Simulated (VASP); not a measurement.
Write the native input for VASP 6.6.1 that does the following.

- Task: single point
- Functional: PBE
- Dispersion: D4
- Potentials or basis: VASP PAW PBE potentials, release 64 (K_sv, Pd)
- Cutoff: 520 eV
- k mesh: 4 × 4 × 4
- Occupations: gaussian, width 0.1 eV
- Spin: no spin polarisation
- Dipole correction: no
- Further INCAR settings: ALGO = Normal; EDIFF = 1e-06; NBANDS = 26

The structure of K3Pd lies in POSCAR:

```
K3Pd
1.0
    5.4450130000      0.0000000000      0.0000000000
    0.0000000000      5.4450130000      0.0000000000
    0.0000000000      0.0000000000      5.4450130000
K Pd
3 1
Direct
    0.5000000000      0.5000000000      0.0000000000
    0.5000000000      0.0000000000      0.5000000000
    0.0000000000      0.5000000000      0.5000000000
    0.0000000000      0.0000000000      0.0000000000
```

The input as run:

INCAR

```
  ALGO = Normal
  EDIFF = 1E-6
  ENCUT = 520
  GGA = PE
  ISIF = 2
  ISMEAR = 0
  IVDW = 13
  LASPH = T
  LCHARG = T
  LELF = T
  LREAL = F
  LVHAR = T
  LWAVE = F
  NBANDS = 26
  NELM = 80
  PREC = Accurate
  SIGMA = 0.1
```

KPOINTS

```
k-points
0
Gamma
  4 4 4
```

Potentials or basis: VASP PAW PBE potentials, release 64 (K_sv, Pd).

Command:

```sh
$ cat potpaw_PBE.64/K_sv/POTCAR potpaw_PBE.64/Pd/POTCAR > POTCAR
$ mpirun -np 1 vasp_std > vasp.out
```

It gave:

```json
{
 "Pressure": "-0.3 GPa",
 "Band gap on the k mesh": "zero (an odd number of electrons rules out a gap without spin polarisation)",
 "Dispersion energy per atom": "-0.073 eV"
}
```

Run time: 88 s on 1 thread of Intel Xeon 8259CL, on a shared host, peak memory 0.25 GiB.
